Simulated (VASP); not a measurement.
# K2TiH6 (P-3m1) in VASP: single point with r2SCAN

Aim: the single point of K2TiH6 with r2SCAN.

Program: VASP 6.6.1. These are calculated values, not measurements. Logs are shortened: lines on timing, memory, paths and dates and some standing lists are left out, and cuts for length are marked.

## (1) The cell of the first run

The structure is trigonal, space group P-3m1 (No. 164). The conventional cell has a = 5.375 Å, b = 5.375 Å, c = 4.371 Å, α = 90.00°, β = 90.00°, γ = 120.00°. Within 3.6 Å of K (site symmetry 3m) lie 12 H at 2.64 to 2.85 Å and 3 Ti at 3.38 Å and 3 K at 3.53 Å. Within 2.3 Å of Ti (site symmetry -3m) lie 6 H at 1.74 Å. H (site symmetry m) has 1 Ti at 1.74 Å within 2.3 Å.

## (2) Single point, r2SCAN

Input file POSCAR:

```
K2TiH6
1.0
    2.6877370000      4.6552950000      0.0000000000
   -2.6877370000      4.6552950000      0.0000000000
    0.0000000000      0.0000000000      4.3708410000
K Ti H
2 1 6
Direct
    0.3333300000      0.3333400000      0.6925400000
    0.6666700000      0.6666600000      0.3074600000
    0.0000000000      0.0000000000      0.0000000000
    0.1554900000      0.1555000000      0.2223700000
    0.6890100000      0.1554900000      0.2223700000
    0.1555000000      0.6890100000      0.2223700000
    0.3109900000      0.8445000000      0.7776300000
    0.8445000000      0.8445100000      0.7776300000
    0.8445100000      0.3109900000      0.7776300000
```

Input file INCAR.step1:

```
SYSTEM = K2TiH6
ALGO = Normal ; EDIFF = 1E-4
ENCUT = 520 ; GGA = PE
ISMEAR = 0 ; LASPH = .True.
LCHARG = .False. ; LREAL = .False.
LWAVE = .True. ; NBANDS = 28
NELECT = 37.0 ; NELM = 100
PREC = Accurate ; SIGMA = 0.0357
```

Input file INCAR.step2:

```
SYSTEM = K2TiH6
ALGO = Normal ; EDIFF = 1E-6
ENCUT = 520 ; ISIF = 2
ISMEAR = 0 ; ISTART = 1
LASPH = .True. ; LCHARG = .False.
LMIXTAU = .True. ; LREAL = .False.
LWAVE = .False. ; METAGGA = R2SCAN
NBANDS = 28 ; NELECT = 37.0
NELM = 100 ; PREC = Accurate
SIGMA = 0.0357
```

Input file KPOINTS:

```
k-points
0
Gamma
  7 7 8
  0 0 0
```

Potentials or basis: VASP PAW PBE potentials, release 64 (K_sv, Ti_sv, H).

Run with:

```sh
cat potpaw_PBE.64/K_sv/POTCAR potpaw_PBE.64/Ti_sv/POTCAR potpaw_PBE.64/H/POTCAR > POTCAR
cp INCAR.step1 INCAR
mpirun -np 1 vasp_std > vasp.out
cp INCAR.step2 INCAR
mpirun -np 1 vasp_std > vasp.out
```

OUTCAR:

```text
SYSTEM = K2TiH6
   EDIFF = 1E-6
   ENCUT = 520
   ISIF = 2
   ISMEAR = 0
   ISTART = 1
   LASPH = .True.
   LREAL = .False.
   METAGGA = R2SCAN
   NELECT = 37.0
   NELM = 100
   PREC = Accurate

 ion  position               nearest neighbor table
   1  0.333  0.333  0.693-   2 3.53   2 3.53   2 3.53
   2  0.667  0.667  0.307-   1 3.53   1 3.53   1 3.53
   3  0.000  0.000  0.000-   4 1.74   8 1.74   5 1.74   9 1.74   6 1.74   7 1.74
   4  0.155  0.156  0.222-   3 1.74
   5  0.689  0.155  0.222-   3 1.74
   6  0.156  0.689  0.222-   3 1.74
   7  0.311  0.844  0.778-   3 1.74
   8  0.844  0.845  0.778-   3 1.74
   9  0.845  0.311  0.778-   3 1.74

  LATTYP: Found a hexagonal cell.
 ALAT       =     5.3754722321
 C/A-ratio  =     0.8131082836

  Lattice vectors:

 A1 = (   2.6877370000,  -4.6552950000,   0.0000000000)
 A2 = (   2.6877370000,   4.6552950000,   0.0000000000)
 A3 = (   0.0000000000,   0.0000000000,   4.3708410000)

Analysis of symmetry for initial positions (statically):
=====================================================================
 Subroutine PRICEL returns:
 Original cell was already a primitive cell.

 Routine SETGRP: Setting up the symmetry group for a
 hexagonal supercell.

 Subroutine GETGRP returns: Found  2 space group operations
 (whereof  2 operations were pure point group operations)
 out of a pool of 24 trial point group operations.

The static configuration has the point symmetry C_2 .

Analysis of symmetry for dynamics (positions and initial velocities):
=====================================================================
 Subroutine PRICEL returns:
 Original cell was already a primitive cell.

 Routine SETGRP: Setting up the symmetry group for a
 hexagonal supercell.

 Subroutine GETGRP returns: Found  2 space group operations
 (whereof  2 operations were pure point group operations)
 out of a pool of 24 trial point group operations.

The dynamic configuration has the point symmetry C_2 .

 Subroutine INISYM returns: Found  2 space group operations
 (whereof  2 operations are pure point group operations),
 and found     1 'primitive' translations

----------------------------------------------------------------------------------------

                                     Primitive cell

  volume of cell :     109.3777

  direct lattice vectors                    reciprocal lattice vectors
     2.687737000  4.655295000  0.000000000     0.186030106  0.107404579  0.000000000
    -2.687737000  4.655295000  0.000000000    -0.186030106  0.107404579  0.000000000
     0.000000000  0.000000000  4.370841000     0.000000000  0.000000000  0.228788922

  length of vectors
     5.375472232  5.375472232  4.370841000     0.214809088  0.214809088  0.228788922

  position of ions in fractional coordinates (direct lattice)
     0.333330000  0.333340000  0.692540000
     0.666670000  0.666660000  0.307460000
     0.000000000  0.000000000  0.000000000
     0.155490000  0.155500000  0.222370000
     0.689010000  0.155490000  0.222370000
     0.155500000  0.689010000  0.222370000
     0.310990000  0.844500000  0.777630000
     0.844500000  0.844510000  0.777630000
     0.844510000  0.310990000  0.777630000

  ion indices of the primitive-cell ions
   primitive index   ion index
                 1           1
                 2           2
                 3           3
                 4           4
                 5           5
                 6           6
                 7           7
                 8           8
                 9           9

----------------------------------------------------------------------------------------

 KPOINTS: k-points

Automatic generation of k-mesh.
 Grid dimensions read from file:
 generate k-points for:    7    7    8

 Generating k-lattice:

  Cartesian coordinates                     Fractional coordinates (reciprocal lattice)
     0.026575729  0.015343511  0.000000000     0.142857143  0.000000000  0.000000000
    -0.026575729  0.015343511  0.000000000     0.000000000  0.142857143  0.000000000
     0.000000000  0.000000000  0.028598615     0.000000000  0.000000000  0.125000000

  Length of vectors
     0.030687013  0.030687013  0.028598615

  Shift w.r.t. Gamma in fractional coordinates (k-lattice)
     0.000000000  0.000000000  0.000000000

 Subroutine IBZKPT returns following result:
 ===========================================

 Found    116 irreducible k-points:

 Following reciprocal coordinates:
            Coordinates               Weight
  0.000000  0.000000  0.000000      1.000000
  0.142857 -0.000000  0.000000      4.000000
 -0.000000  0.142857  0.000000      2.000000
  0.285714 -0.000000  0.000000      4.000000
 -0.000000  0.285714  0.000000      2.000000
  0.428571 -0.000000  0.000000      4.000000
[... 16 lines left out ...]
  0.285714  0.285714  0.125000      4.000000
 -0.000000  0.285714  0.125000      2.000000
 [... further k-points ...]
   k-points           NKPTS =    116   k-points in BZ     NKDIM =    116   number of bands    NBANDS=     28
   number of dos      NEDOS =    301   number of ions     NIONS =      9
   total plane-waves  NPLWV =  57600
   dimension x,y,z NGX =    40 NGY =   40 NGZ =   36
   dimension x,y,z NGXF=    80 NGYF=   80 NGZF=   72
   ions per type =               2   1   6
   NGX,Y,Z   is equivalent  to a cutoff of  12.37, 12.37, 13.69 a.u.
   NGXF,Y,Z  is equivalent  to a cutoff of  24.74, 24.74, 27.39 a.u.
 SYSTEM =  K2TiH6
   PREC   = accura    normal or accurate (medium, high low for compatibility)
   ISTART =      1    job   : 0-new  1-cont  2-samecut
   ICHARG =      0    charge: 1-file 2-atom 10-const
   ISPIN  =      1    spin polarized calculation?
   LNONCOLLINEAR =      F non collinear calculations
   LSORBIT =      F    spin-orbit coupling
   LASPH  =      T    aspherical Exc in radial PAW
   ENCUT  =  520.0 eV  38.22 Ry    6.18 a.u.   9.99  9.99  8.13*2*pi/ulx,y,z
   NELM   =    100;   NELMIN=  2; NELMDL=  0     # of ELM steps
   EDIFF  = 0.1E-05   stopping-criterion for ELM
   LREAL  =      F    real-space projection
   EDIFFG = 0.1E-04   stopping-criterion for IOM
   NSW    =      0    number of steps for IOM
   IBRION =     -1    ionic relax: 0-MD 1-quasi-New 2-CG
   NFREE  =      0    steps in history (QN), initial steepest desc. (CG)
   ISIF   =      2    stress and relaxation
   ISYM   =      2    0-nonsym 1-usesym 2-fastsym
   POTIM  = 0.5000    time-step for ionic-motion
   TEBEG  =    0.0;   TEEND  =   0.0 temperature during run
   PSTRESS=    0.0 pullay stress
   NELECT =      37.0000    total number of electrons
   NUPDOWN=      -1.0000    fix difference up-down
   EMIN   =  10.00;   EMAX   =-10.00  energy-range for DOS
   EFERMI =   0.00;   METHOD = LEGACY
   ISMEAR =     0;   SIGMA  =   0.04  broadening in eV -4-tet -1-fermi 0-gaus
   EFERMI_NEDOS =   21; number of points for ismear=-14 and -15
   IALGO  =     38    algorithm
   IMIX   =      4    mixing-type and parameters
     AMIX     =   0.40;   BMIX     =  1.00
     AMIX_MAG =   1.60;   BMIX_MAG =  1.00
  volume/ion in A,a.u.               =      12.15        82.01
  Fermi-wavevector in a.u.,A,eV,Ry     =   1.140685  2.155582 17.703389  1.301162
  Thomas-Fermi vector in A             =   2.277387
   LORBIT       =      0    0 simple, 1 ext, 2 COOP (PROOUT), +10 PAW based schemes
   METAGGA = R2SCAN    functional components
   LHFCALC =     F    Hartree Fock is set to
   AEXX    =    0.0000 exact exchange contribution
   IVDW    =     0    specifies the selected vdW correction
   LEPSILON=     F    determine dielectric tensor
   LRPA    =     F    only Hartree local field effects (RPA)
 non-spin polarized calculation
 Gauss-broadening in eV      SIGMA  =   0.04
  energy-cutoff  :      520.00
  volume of cell :      109.38
 maximum number of plane-waves:      2968
   NGX = 19   NGY = 19   NGZ = 17

 number of electron      36.9999996 magnetization

 Free energy of the ion-electron system (eV)
  ---------------------------------------------------
  ext. energy  EPLUGINS =         0.00000000
  ---------------------------------------------------
  free energy    TOTEN  =       -44.46479885 eV

  energy without entropy =      -44.45906957  energy(sigma->0) =      -44.46193421

 E-fermi :   2.3239     XC(G=0):  -9.3003

 val. band max:        2.3232539193   @ k =   0.2857   0.4286   0.1250
 cond. band min:       2.3295206185   @ k =  -0.0000   0.2857   0.2500
 fundamental gap:      0.0062666992
 Fermi energy:         2.3239233556

 k-point     1 :       0.0000    0.0000    0.0000
  band No.  band energies     occupation
      1     -57.6346      2.00000
      2     -32.9102      2.00000
      3     -32.9101      2.00000
      4     -32.8087      2.00000
      5     -30.6093      2.00000
      6     -30.5260      2.00000
[... 20 lines left out ...]
     27       8.2505      0.00000
     28       8.2516      0.00000

 k-point     2 :       0.1429   -0.0000    0.0000
  band No.  band energies     occupation
      1     -57.6346      2.00000
      2     -32.9104      2.00000
      3     -32.9102      2.00000
      4     -32.8086      2.00000
      5     -30.6053      2.00000
      6     -30.5297      2.00000
[... 20 lines left out ...]
     27       8.0417      0.00000
     28       8.1982      0.00000

 k-point     3 :      -0.0000    0.1429    0.0000
  band No.  band energies     occupation
      1     -57.6346      2.00000
      2     -32.9104      2.00000
      3     -32.9102      2.00000
      4     -32.8086      2.00000
      5     -30.6053      2.00000
      6     -30.5297      2.00000
[... 20 lines left out ...]
     27       8.0417      0.00000
     28       8.1982      0.00000

 k-point     4 :       0.2857   -0.0000    0.0000
  band No.  band energies     occupation
      1     -57.6346      2.00000
      2     -32.9110      2.00000
      3     -32.9103      2.00000
      4     -32.8085      2.00000
      5     -30.5947      2.00000
      6     -30.5394      2.00000
[... 20 lines left out ...]
     27       7.9405      0.00000
     28       7.9973      0.00000

 k-point     5 :      -0.0000    0.2857    0.0000
  band No.  band energies     occupation
      1     -57.6346      2.00000
      2     -32.9110      2.00000
      3     -32.9102      2.00000
      4     -32.8085      2.00000
      5     -30.5947      2.00000
      6     -30.5394      2.00000
[... 20 lines left out ...]
     27       7.9405      0.00000
     28       7.9974      0.00000

 k-point     6 :       0.4286   -0.0000    0.0000
  band No.  band energies     occupation
      1     -57.6346      2.00000
      2     -32.9115      2.00000
      3     -32.9103      2.00000
      4     -32.8084      2.00000
      5     -30.5822      2.00000
      6     -30.5511      2.00000
[... 463 lines left out ...]
      5     -30.6031      2.00000
      6     -30.5306      2.00000
[... 20 lines left out ...]
     27       7.9920      0.00000
     28       8.6858      0.00000

 k-point    22 :       0.2857   -0.0000    0.1250
  band No.  band energies     occupation
      1     -57.6346      2.00000
      2     -32.9109      2.00000
      3     -32.9102      2.00000
      4     -32.8091      2.00000
      5     -30.5932      2.00000
      6     -30.5397      2.00000
[... 20 lines left out ...]
     27       7.8607      0.00000
     28       8.1551      0.00000

 k-point    23 :       0.2857    0.2857    0.1250
  band No.  band energies     occupation
      1     -57.6346      2.00000
      2     -32.9110      2.00000
      3     -32.9101      2.00000
      4     -32.8091      2.00000
      5     -30.5929      2.00000
      6     -30.5400      2.00000
[... 20 lines left out ...]
     27       8.0604      0.00000
     28       8.1860      0.00000

 k-point    24 :      -0.0000    0.2857    0.1250
  band No.  band energies     occupation
      1     -57.6346      2.00000
      2     -32.9109      2.00000
      3     -32.9102      2.00000
      4     -32.8091      2.00000
      5     -30.5932      2.00000
      6     -30.5397      2.00000
[... 20 lines left out ...]
     27       7.8607      0.00000
     28       8.1570      0.00000

 [... further k-points ...]
[... 5 lines left out ...]
  --------------------------------------------------------------------------------------
  -------------------------------------------------------------------------------------
  Total       10.6370813     10.6370483      8.4993777     -0.0000206      0.0000587     -0.0001007
  in kB      155.8131409    155.8126561    124.4998215     -0.0003015      0.0008600     -0.0014758
  external PRESSURE =     145.3752062 kB  Pullay stress =       0.0000000 kB

 VOLUME and BASIS-vectors are now :
 -----------------------------------------------------------------------------
  energy-cutoff  :      520.00
  volume of cell :      109.38
      direct lattice vectors                 reciprocal lattice vectors
     2.687737000  4.655295000  0.000000000     0.186030106  0.107404579  0.000000000
    -2.687737000  4.655295000  0.000000000    -0.186030106  0.107404579  0.000000000
     0.000000000  0.000000000  4.370841000     0.000000000  0.000000000  0.228788922

 POSITION                                       TOTAL-FORCE (eV/Angst)
 -----------------------------------------------------------------------------------
     -0.00003      3.10355      3.02698         0.000098     -0.000056      0.016787
      0.00003      6.20704      1.34386        -0.000098      0.000057     -0.016787
      0.00000      0.00000      0.00000        -0.000001     -0.000001      0.000000
     -0.00003      1.44775      0.97194         0.000020      0.841976      0.324900
      1.43396      3.93140      0.97194        -0.729180     -0.420974      0.324900
     -1.43393      3.93144      0.97194         0.729156     -0.420999      0.324880
     -1.43393      5.37915      3.39890         0.729163      0.421005     -0.324900
     -0.00003      7.86284      3.39890         0.000016     -0.841976     -0.324900
      1.43396      5.37919      3.39890        -0.729174      0.420968     -0.324880
 -----------------------------------------------------------------------------------
    total drift:                               -0.000001     -0.000002      0.000000

  FREE ENERGIE OF THE ION-ELECTRON SYSTEM (eV)
  ---------------------------------------------------
  free  energy   TOTEN  =       -44.4647988469 eV

  energy  without entropy=      -44.4590695746  energy(sigma->0) =      -44.46193421
```

It took 35 min on 1 thread of Intel Xeon 8259CL, shared host; peak memory 0.48 GiB.

Results:

| Quantity | Value |
| --- | --- |
| Free energy | -44.4648 eV |
| Largest force | 0.902 eV/Å |

Forces on the atoms (eV/Å):
```
K    0.000  0.000  0.017
K    0.000  0.000 -0.017
Ti   0.000  0.000  0.000
H    0.000  0.842  0.325
H   -0.729 -0.421  0.325
H    0.729 -0.421  0.325
H    0.729  0.421 -0.325
H    0.000 -0.842 -0.325
H   -0.729  0.421 -0.325
```

Levels at points of the mesh, in eV from the Fermi level:
```
           k point  band 17  band 18  band 19  band 20  band 21  band 22
(0.00, 0.00, 0.00)    -3.69    -3.39    -0.31     0.25     0.25     3.63
(0.00, 0.00, 0.50)    -3.15    -3.15     0.06     0.06     0.75     3.13
```

Caveat: the cell carries a net charge on a neutralising background, which shifts energy and pressure; the cell is charged against a uniform background, so pressure and absolute levels hang on convention; the PAW data sets were made with another functional, which shifts forces and pressure a little.
